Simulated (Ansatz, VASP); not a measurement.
## Si: VASP beside Ansatz

```
Si
1.0
     2.67776    0.00000    0.00000
    -1.33888    2.31901    0.00000
     0.00000    0.00000    4.50571
Si
2
Direct
  0.33333 0.66667 0.25000
  0.66667 0.33333 0.75000
```

Alike in both runs: functional PBEsol; k mesh 13 × 13 × 7; occupations fermi-dirac, width 0.1 eV; no spin polarisation.

Ansatz relaxed the structure, and its values are those at the end. VASP's run is a single point on that final structure, the one shown.

|  | VASP | Ansatz |
| --- | --- | --- |
| version | VASP 6.6.1 | Ansatz 0.2.0 |
| potentials or method | VASP PAW PBE potentials, release 64 (Si), cutoff 520 eV | plane waves (420 eV) with PAW, scalar-relativistic |
| valence electrons in the cell | 8 | 8 |

VASP gave:

* pressure (GPa): 0.1

Estimate Ansatz's values.

pressure (GPa): 0.0.

VASP's potentials were made for PBE, not for PBEsol, and Ansatz warns of the same on its side. The functional is the same, so the differences come from potentials, cutoffs and numerics.
